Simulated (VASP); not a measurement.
# Ta (P6_3/mmc) in VASP: notebook, part 2 of 2

VASP 6.6.1. Earlier steps stand in the parts before.

## 5. Relaxation of cell and atoms, LDA, target pressure 2 GPa, at which the enthalpy is minimised

This run uses another cell than the first one, of 18.82 Å³/atom.

INCAR reads:

```
PREC = Accurate
ENCUT = 600
EDIFF = 1E-6
ISMEAR = 0
SIGMA = 0.1
LREAL = False
LASPH = True
NELM = 100
ALGO = Normal
ISIF = 3
LWAVE = False
LCHARG = False
GGA = CA
IBRION = 2
NSW = 80
EDIFFG = -0.005
PSTRESS = 20.0
```

KPOINTS reads:

```
Automatic mesh
0
Gamma
  11 11 5
```

POSCAR reads:

```
Ta
1.0
    2.9003720000      0.0000000000      0.0000000000
   -1.4501860000      2.5117958324      0.0000000000
    0.0000000000      0.0000000000      5.1662740000
Ta
2
Direct
    0.6666670000      0.3333330000      0.7500000000
    0.3333330000      0.6666670000      0.2500000000
```

Potentials or basis: VASP PAW LDA potentials, release 64 (Ta_pv).

Launch:

```console
$ cat potpaw_LDA.64/Ta_pv/POTCAR > POTCAR
$ mpirun -np 1 vasp_std > vasp.out
```

OUTCAR:

```text
PREC = Accurate
   ENCUT = 600
   EDIFF = 1E-6
   ISMEAR = 0
   LREAL = False
   LASPH = True
   NELM = 100
   ISIF = 3
   GGA = CA
   IBRION = 2
   NSW = 80
   EDIFFG = -0.005
   PSTRESS = 20.0

 ion  position               nearest neighbor table
   1  0.667  0.333  0.750-   2 3.08   2 3.08   2 3.08   2 3.08   2 3.08   2 3.08
   2  0.333  0.667  0.250-   1 3.08   1 3.08   1 3.08   1 3.08   1 3.08   1 3.08

  LATTYP: Found a hexagonal cell.
 ALAT       =     2.9003720000
 C/A-ratio  =     1.7812453023

  Lattice vectors:

 A1 = (   2.9003720000,   0.0000000000,   0.0000000000)
 A2 = (  -1.4501860000,   2.5117958324,   0.0000000000)
 A3 = (   0.0000000000,   0.0000000000,   5.1662740000)

Analysis of symmetry for initial positions (statically):
=====================================================================
 Subroutine PRICEL returns:
 Original cell was already a primitive cell.

 Routine SETGRP: Setting up the symmetry group for a
 hexagonal supercell.

 Subroutine GETGRP returns: Found 24 space group operations
 (whereof 12 operations were pure point group operations)
 out of a pool of 24 trial point group operations.

The static configuration has the point symmetry D_3d.
 The point group associated with its full space group is D_6h.

Analysis of symmetry for dynamics (positions and initial velocities):
=====================================================================
 Subroutine PRICEL returns:
 Original cell was already a primitive cell.

 Routine SETGRP: Setting up the symmetry group for a
 hexagonal supercell.

 Subroutine GETGRP returns: Found 24 space group operations
 (whereof 12 operations were pure point group operations)
 out of a pool of 24 trial point group operations.

The dynamic configuration has the point symmetry D_3d.
 The point group associated with its full space group is D_6h.

 Subroutine INISYM returns: Found 24 space group operations
 (whereof 12 operations are pure point group operations),
 and found     1 'primitive' translations

[... 139 lines left out ...]
  ---------------------------------------------------
  ext. energy  EPLUGINS =         0.00000000
  ---------------------------------------------------
  free energy    TOTEN  =       -24.98579645 eV

  energy without entropy =      -24.97416974  energy(sigma->0) =      -24.97998310

------------------------ aborting loop because EDIFF is reached ----------------------------------------

  FORCE on cell =-STRESS in cart. coord.  units (eV):
  Direction    XX          YY          ZZ          XY          YZ          ZX
  --------------------------------------------------------------------------------------
  -------------------------------------------------------------------------------------
  Total       -2.9210760     -2.9210760     -2.1761364     -0.0000000      0.0000000     -0.0000000
  in kB     -124.3477591   -124.3477591    -92.6363032     -0.0000000      0.0000000     -0.0000000
  external PRESSURE =    -133.7772738 kB  Pullay stress =      20.0000000 kB
[... 215 lines left out ...]
--------------------------------------- Ionic step        7  -------------------------------------------

 number of electron      22.0000002 magnetization

 Free energy of the ion-electron system (eV)
  ---------------------------------------------------
  ext. energy  EPLUGINS =         0.00000000
  ---------------------------------------------------
  free energy    TOTEN  =       -25.06556326 eV

  energy without entropy =      -25.05650500  energy(sigma->0) =      -25.06103413

 E-fermi :   6.0480     XC(G=0): -12.9062

 val. band max:        5.9999445518   @ k =   0.1818   0.1818   0.0000
 cond. band min:       6.0511751374   @ k =   0.3636   0.1818   0.0000
 fundamental gap:      0.0512305856
 Fermi energy:         6.0479890104

 k-point     1 :       0.0000    0.0000    0.0000
  band No.  band energies     occupation
      1     -28.3525      2.00000
      2     -27.3239      2.00000
      3     -27.1794      2.00000
      4     -27.1794      2.00000
      5     -27.0791      2.00000
      6     -27.0791      2.00000
      7      -2.3218      2.00000
      8       0.9129      2.00000
      9       5.2753      2.00000
     10       6.2237      0.01294
     11       6.5814      0.00000
     12       6.5814      0.00000
     13       7.1823      0.00000
     14       7.1823      0.00000
[... 401 lines left out ...]
      2     -27.7714      2.00000
      3     -27.7228      2.00000
      4     -27.4107      2.00000
      5     -27.3333      2.00000
      6     -27.2469      2.00000
      7       0.0591      2.00000
      8       2.7352      2.00000
      9       3.8304      2.00000
     10       4.7985      2.00000
     11       5.4761      2.00000
     12       6.2160      0.01748
     13       7.8665      0.00000
     14       8.0647      0.00000
     15       9.2356      0.00000

 [... further k-points ...]

------------------------ aborting loop because EDIFF is reached ----------------------------------------

  FORCE on cell =-STRESS in cart. coord.  units (eV):
  Direction    XX          YY          ZZ          XY          YZ          ZX
  --------------------------------------------------------------------------------------
  -------------------------------------------------------------------------------------
  Total        0.4348486      0.4348486      0.4464652      0.0000000      0.0000000     -0.0000000
  in kB       19.8135776     19.8135776     20.3428800      0.0000000      0.0000000     -0.0000000
  external PRESSURE =      -0.0099883 kB  Pullay stress =      20.0000000 kB
[... 21 lines left out ...]
  energy  without entropy=      -25.0565049999  energy(sigma->0) =      -25.06103413

  enthalpy is  TOTEN    =       -24.6266231976 eV   P V=        0.4389400623

 reached required accuracy - stopping structural energy minimisation
```

OSZICAR:

```text
N       E                     dE             d eps       ncg     rms          rms(c)
DAV:   1     0.172230759623E+03    0.17223E+03   -0.14080E+04  1440   0.167E+03
[... 54 lines left out ...]
   6 F= -.24626577E+02 E0= -.24622029E+02  d E =0.356647E-04
       N       E                     dE             d eps       ncg     rms          rms(c)
DAV:   1    -0.250658036820E+02    0.31299E-03   -0.78102E-03  1440   0.111E+00    0.132E-01
DAV:   2    -0.250656108250E+02    0.19286E-03   -0.31221E-04  1461   0.182E-01    0.496E-02
DAV:   3    -0.250655625397E+02    0.48285E-04   -0.16591E-04  1608   0.131E-01    0.188E-02
DAV:   4    -0.250655641347E+02   -0.15950E-05   -0.51676E-06  1629   0.191E-02    0.105E-02
DAV:   5    -0.250655632598E+02    0.87486E-06   -0.40535E-06  1348   0.207E-02
   7 F= -.24626623E+02 E0= -.24622094E+02  d E =-.103659E-04
```

Wall time 2.3 min (1 thread of Intel Xeon 8259CL, shared host); peak memory 0.17 GiB.

What came out:

```yaml
Free_energy: -25.0656 eV
Relaxed_volume: 17.58 Å³/atom
Relaxed_cell: a = 2.830 Å, b = 2.830 Å, c = 5.069 Å, α = 90.00°, β = 90.00°, γ = 120.00°
Space_group_after_relaxing_to_0.1_Å: P6_3/mmc (No. 194)
Energy_change_on_relaxing_the_run_minimises_the_enthalpy: -39.9 meV/atom
Ionic_steps: 7
Pressure_after_relaxing: 2.0 GPa
Band_gap_on_the_k_mesh: zero (bands 11 and 12 overlap by 1.80 eV)
```

Step by step:
```tsv
step	energy change (eV)	largest force (eV/Å)	pressure (GPa)	volume (Å³)
1	0.0000	0.0000	-11.38	37.64
2	0.7667	0.0000	52.66	29.71
3	-0.0814	0.0000	0.75	35.36
4	-0.0801	0.0000	1.86	35.19
5	-0.0795	0.0000	2.15	35.14
6	-0.0803	0.0000	1.68	35.21
7	-0.0798	0.0000	2.00	35.16
```

Final structure:
```cif
data_structure
_symmetry_space_group_name_H-M 'P 1'
_symmetry_Int_Tables_number 1
_cell_length_a 2.8301
_cell_length_b 2.8301
_cell_length_c 5.0693
_cell_angle_alpha 90.000
_cell_angle_beta 90.000
_cell_angle_gamma 120.000
_cell_volume 35.16
loop_
_atom_site_label
_atom_site_type_symbol
_atom_site_fract_x
_atom_site_fract_y
_atom_site_fract_z
_atom_site_occupancy
Ta1 Ta 0.66667 0.33333 0.75000 1
Ta2 Ta 0.33333 0.66667 0.25000 1
```

Levels at points of the mesh, in eV from the Fermi level:
```csv
k point,band 7,band 8,band 9,band 10,band 11,band 12,band 13,band 14,band 15
"(0.00, 0.00, 0.00)",-8.37,-5.14,-0.77,0.18,0.53,0.53,1.13,1.13,3.13
```

Caveat: the cell is relaxed towards a set pressure, so the run minimises the enthalpy, not the energy; spin-orbit coupling is left out, which moves the levels of the heavy elements.

## 6. Summary

| task | cell | cutoff (eV) | gap on the mesh (eV) | pressure (GPa) |
| --- | --- | --- | --- | --- |
| single point | a = 2.826, b = 2.826, c = 5.063 Å, angles 90.0, 90.0, 120.0°, 2 atoms | 520 | none | 2.9 |
| relaxation of cell and atoms | relaxed to -2 GPa from a = 2.900, b = 2.900, c = 5.166 Å, angles 90.0, 90.0, 120.0°, 2 atoms | 600 | none | -2.0 |
| relaxation of cell and atoms | relaxed from a = 2.900, b = 2.900, c = 5.166 Å, angles 90.0, 90.0, 120.0°, 2 atoms | 600 | none | 0.0 |
| relaxation of cell and atoms | relaxed to 2 GPa from a = 2.900, b = 2.900, c = 5.166 Å, angles 90.0, 90.0, 120.0°, 2 atoms | 600 | none | 2.0 |

Alike in all rows: level LDA; potentials or basis VASP PAW LDA potentials, release 64 (Ta_pv); no spin polarisation; k mesh 11 × 11 × 5; smearing gaussian 0.1 eV.

Caveats: spin-orbit coupling is left out, which moves the levels of the heavy elements; the cell is relaxed towards a set pressure, so the run minimises the enthalpy, not the energy (at least some runs).

Total energies depend on the potentials used, so only differences within one code and one set of settings carry meaning.
